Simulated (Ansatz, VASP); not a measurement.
Two plane-wave programs on Al

File INCAR:

```
PREC = Accurate ; ENCUT = 520
EDIFF = 1E-7 ; ISMEAR = 0
SIGMA = 0.15 ; LREAL = False
LASPH = True ; NELM = 80
ALGO = Normal ; ISIF = 2
LWAVE = False ; LCHARG = False
GGA = PS ; IVDW = 12
NBANDS = 8
```

Contents of KPOINTS:

```
Automatic mesh
0
Gamma
  20 20 20
```

Contents of POSCAR:

```
Al
1.0
    0.0000000000      1.9936203000      2.0239800000
    1.9936203000      0.0000000000      2.0239800000
    1.9936203000      1.9936203000      0.0000000000
Al
1
Direct
    0.0000000000      0.0000000000      0.0000000000
```

Input for Ansatz:

```yaml
crystal:
  lattice:
    - [0.0, 1.9936203, 2.02398]
    - [1.9936203, 0.0, 2.02398]
    - [1.9936203, 1.9936203, 0.0]
  atoms:
    - { symbol: Al, position: [0.0, 0.0, 0.0] }
basis:
  ecutwfc: 420
kpoints:
  mp_grid: { grid: [20, 20, 20] }
hamiltonian:
  xc: pbesol
  dispersion: d3bj
scf:
  occupations: { method: gaussian, width: 0.15 }
output:
  forces: true
  stress: true
  eigenvalues: true
```

Change from the starting cell: strain -0.015 along x and y, +0.000 along z, atoms carried along.

Alike in both runs: task single point; functional PBEsol; dispersion D3(BJ); k mesh 20 × 20 × 20; occupations gaussian, width 0.15 eV; no spin polarisation.

|  | VASP | Ansatz |
| --- | --- | --- |
| version | VASP 6.6.1 | Ansatz 0.2.0 |
| potentials or method | VASP PAW PBE potentials, release 64 (Al), cutoff 520 eV | scalar-relativistic, plane waves, PAW |
| valence electrons in the cell | 3 | 3 |

Ansatz gave:

```
gap on the k mesh at the Fermi level (eV)                     : none
pressure (GPa)                                                : -2.9
traceless stress, the component that is largest in VASP (GPa) : -0.34
```

**Question.** Estimate VASP's values.

**Answer.** gap on the k mesh at the Fermi level (eV): none; pressure (GPa): -2.8; traceless stress, the component that is largest in VASP (GPa): -0.34.

VASP's potentials were made for PBE, not for PBEsol. A gap of «none» marks a metal or a gap that the smearing closes.
